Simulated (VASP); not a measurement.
## Bi3O: relaxation of cell and atoms with PBE

Bi3O:

```
Bi O
1.0
     0.00000    3.69798    3.69798
     3.69798    0.00000    3.69798
     3.69798    3.69798    0.00000
Bi O
3 1
Direct
  0.00000 0.00000 0.00000
  0.25000 0.25000 0.25000
  0.75000 0.75000 0.75000
  0.50000 0.50000 0.50000
```

The cell was generated, and may not be a known phase.

- Program: VASP 6.6.1
- Task: relaxation of cell and atoms
- Functional: PBE
- Potentials or basis: VASP PAW PBE potentials, release 64 (Bi_d, O)
- Cutoff: 600 eV
- k mesh: 12 × 12 × 12
- Occupations: gaussian, width 0.1 eV
- Spin: no spin polarisation
- Dipole correction: no
- Further INCAR settings: ALGO = Normal; EDIFF = 1e-06; IBRION = 2; EDIFFG = -0.01; NSW = 100; ISIF = 3

| Property | Result |
| --- | --- |
| Relaxed volume | 24.85 Å³/atom |
| Relaxed cell | a = 5.199 Å, b = 5.199 Å, c = 5.199 Å, α = 60.00°, β = 60.00°, γ = 60.00° |
| Space group after relaxing (to 0.1 Å) | Fm-3m (No. 225) |
| Energy gained by relaxing | 1.5 meV/atom |
| Ionic steps | 3 |
| Pressure after relaxing | 0.0 GPa |
| Band gap on the k mesh | zero (an odd number of electrons rules out a gap without spin polarisation) |

Step by step:
| step | energy change (eV) | largest force (eV/Å) | pressure (GPa) | volume (Å³) |
| --- | --- | --- | --- | --- |
| 1 | 0.0000 | 0.0000 | -1.08 | 101.14 |
| 2 | -0.0049 | 0.0000 | 0.48 | 98.66 |
| 3 | -0.0060 | 0.0000 | 0.00 | 99.39 |

Final structure:
```
Bi O
1.0
     0.00000    3.67658    3.67658
     3.67658    0.00000    3.67658
     3.67658    3.67658    0.00000
Bi O
3 1
Direct
  0.00000 0.00000 0.00000
  0.25000 0.25000 0.25000
  0.75000 0.75000 0.75000
  0.50000 0.50000 0.50000
```

Levels at points of the mesh, in eV from the Fermi level:
| k point | band 22 | band 23 | band 24 | band 25 | band 26 | band 27 | band 28 | band 29 |
| --- | --- | --- | --- | --- | --- | --- | --- | --- |
| (0.00, 0.00, 0.00) | -2.26 | -2.21 | -2.21 | -2.21 | -1.84 | -1.84 | -1.84 | 3.79 |
| (0.50, 0.00, 0.00) | -2.69 | -2.69 | -2.08 | -1.55 | 0.37 | 0.37 | 1.69 | 3.05 |
| (0.50, 0.50, 0.00) | -1.54 | -1.24 | -0.79 | -0.79 | 1.09 | 1.83 | 1.83 | 2.79 |

It took 23 min on 1 thread of Intel Xeon 8259CL (shared host), peak memory 0.42 GiB.

Caveat: spin-orbit coupling is left out, which moves the levels of the heavy elements.
